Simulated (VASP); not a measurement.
**LiBeF3: elastic constants with PBE**

The system is LiBeF3.

```
Li Be F
1.0
     3.54620    0.00000    0.00000
     0.00000    3.54620    0.00000
     0.00000    0.00000    3.54620
Li Be F
1 1 3
Direct
  0.00000 0.00000 0.00000
  0.50000 0.50000 0.50000
  0.50000 0.50000 0.00000
  0.50000 0.00000 0.50000
  0.00000 0.50000 0.50000
```

| Quantity | Value |
| --- | --- |
| Program | VASP 6.6.1 |
| Task | elastic constants |
| Functional | PBE |
| Potentials or basis | VASP PAW PBE potentials, release 64 (Li_sv, Be, F) |
| Cutoff | 600 eV |
| k mesh | 6 × 6 × 6 |
| Occupations | gaussian, width 0.01 eV |
| Spin | no spin polarisation |
| Dipole correction | no |
| Ions in elastic constants | relaxed |
| Further INCAR settings | ALGO = Normal; EDIFF = 1e-08; IBRION = 6; POTIM = 0.015; NSW = 1; ISIF = 3 |

```
Elastic constants C11, C12, C44                         : 115, 80, 74 GPa
Voigt bulk modulus                                      : 91 GPa
Highest phonon frequency at Γ, LO-TO splitting left out : 468 cm⁻¹
Most unstable mode                                      : 219i cm⁻¹
```

Phonon frequencies in cm⁻¹ (negative: imaginary):
```
              q point                                               frequencies
(0.000, 0.000, 0.000)  -219 -219 -219 0 0 0 135 135 135 207 207 207 468 468 468
```

Elastic tensor in Voigt notation (GPa, in the Cartesian axes of the cell as first typed):
```
115  80  80   0   0   0
 80 115  80   0   0   0
 80  80 115   0   0   0
  0   0   0  74   0   0
  0   0   0   0  74   0
  0   0   0   0   0  74
```

Clamped-ion elastic tensor (GPa):
```
115  80  80   0   0   0
 80 115  80   0   0   0
 80  80 115   0   0   0
  0   0   0  74   0   0
  0   0   0   0  74   0
  0   0   0   0   0  74
```

Wall time 6.1 min on 1 thread of Intel(R) Xeon(R) Platinum 8488C (Sapphire Rapids), with other jobs on the host, peak memory 0.24 GiB.

Caveat: the cell is under stress, which shifts elastic constants; the cutoff is under 1.25 times the usual one of these potentials, so pressure, stress and relaxed cells hold a basis-set (Pulay) error; some modes are imaginary.
